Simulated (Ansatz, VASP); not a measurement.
**One calculation of BP, two programs**

```
CELL_PARAMETERS angstrom
0.00000 2.26607 2.26607
2.26607 0.00000 2.26607
2.26607 2.26607 0.00000
ATOMIC_POSITIONS crystal
B 0.00000 0.00000 0.00000
P 0.25000 0.25000 0.25000
```

Alike in both runs: task relaxation of cell and atoms; functional LDA; k mesh 10 × 10 × 10; occupations gaussian, width 0.02 eV; no spin polarisation.

|  | VASP | Ansatz |
| --- | --- | --- |
| version | VASP 6.6.1 | Ansatz 0.2.0 |
| potentials or method | VASP PAW LDA potentials, release 64 (B, P), cutoff 500 eV | scalar-relativistic, plane waves, PAW |
| valence electrons in the cell | 8 | 8 |

|  | VASP | Ansatz | Ansatz less VASP |
| --- | --- | --- | --- |
| gap on the k mesh at the Fermi level, each at its own relaxed structure (eV) | 1.15 | 1.15 | 0.000 |
| relaxed volume (Å³/atom) | 11.31 | 11.32 | +0.006 |
| relaxed cell length with the largest relative difference (Å) | 3.175 | 3.175 | +0.0006 |

LDA's correlation is that of Perdew and Zunger in VASP and of Perdew and Wang (1992) in Ansatz.
